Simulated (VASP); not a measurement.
Runs of VASP 6.6.1 on LiH. Symmetry: Fm-3m, No. 225, cubic system. The conventional cell has a = 4.006 Å, b = 4.006 Å, c = 4.006 Å, α = 90.00°, β = 90.00°, γ = 90.00°. Li (site symmetry m-3m) has 6 H at 2.00 Å within 2.7 Å. H (site symmetry m-3m) has 6 Li at 2.00 Å within 2.7 Å. 

| level | k mesh | grid for exact exchange (PRECFOCK) | share of exact exchange | screening parameter | gap on the mesh (eV) |
| --- | --- | --- | --- | --- | --- |
| PBE0 | 8 × 8 × 8 | Normal | 0.25 | - | 4.67 |
| PBE | 8 × 8 × 8 | - | - | - | 2.98 |
| PBE | 10 × 10 × 10 | - | - | - | 2.98 |
| HSE06 | 8 × 8 × 8 | Normal | 0.25 | 0.2079 1/Å | (a) |

Alike in all rows: task single point; potentials or basis VASP PAW PBE potentials, release 64 (Li_sv, H); no spin polarisation; cell as given; cutoff (eV) 520; smearing gaussian 0.01 eV.

Question: Fill in the values left out.

Answer: (a) 3.97.

A k mesh can miss the band edges.
